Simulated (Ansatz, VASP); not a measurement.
Cu in VASP and in Ansatz

INCAR

```
SYSTEM = Cu
PREC = Accurate
ENCUT = 520
EDIFF = 1E-6
ISMEAR = 0
SIGMA = 0.15
LREAL = .False.
LASPH = .True.
NELM = 100
ALGO = Fast
ISIF = 2
LWAVE = .False.
LCHARG = .False.
GGA = PE
NBANDS = 18
```

File KPOINTS:

```
Automatic mesh
0
Gamma
  24 24 12
  0 0 0
```

File POSCAR:

```
Cu
1.0
    2.5974490865      0.0000000000      0.0000000000
   -1.2987245433      2.2494568940      0.0000000000
    0.0000000000      0.0000000000      4.1125710000
Cu
2
Direct
    0.3333333333      0.6666666667      0.2500000000
    0.6666666667      0.3333333333      0.7500000000
```

Input for Ansatz:

```yaml
crystal:
  lattice:
    - [2.5974490865, 0.0, 0.0]
    - [-1.2987245433, 2.249456894, 0.0]
    - [0.0, 0.0, 4.112571]
  atoms:
    - { symbol: Cu, position: [0.3333333333, 0.6666666667, 0.25] }
    - { symbol: Cu, position: [0.6666666667, 0.3333333333, 0.75] }
basis:
  ecutwfc: 420
kpoints:
  mp_grid: { grid: [24, 24, 12] }
hamiltonian:
  xc: pbe
scf:
  occupations: { method: gaussian, width: 0.15 }
output:
  forces: true
  stress: true
  eigenvalues: true
  write_density: true
  write_potential: true
  elf: true
  volumetric_format: npy
```

Change from the starting cell: strain +0.025 along x and y, +0.000 along z, atoms carried along.

Alike in both runs: task single point; functional PBE; k mesh 24 × 24 × 12; occupations gaussian, width 0.15 eV; no spin polarisation.

|  | VASP | Ansatz |
| --- | --- | --- |
| version | VASP 6.6.1 | Ansatz 0.2.0 |
| potentials or method | VASP PAW PBE potentials, release 64 (Cu), cutoff 520 eV | scalar-relativistic, plane waves, PAW |
| valence electrons in the cell | 22 | 38 |

```tsv
	VASP	Ansatz	Ansatz less VASP
gap on the k mesh at the Fermi level (eV)	none	none	-
pressure (GPa)	0.9	-0.3	-1.24
traceless stress, the component that is largest in VASP (GPa)	3.79	3.80	+0.016
```

A gap of «none» marks a metal or a gap that the smearing closes. The functional is the same, so the differences come from potentials, cutoffs and numerics. VASP's potentials hold 22 valence electrons a cell and Ansatz's 38, so a difference there can come from the potentials and not from the codes.
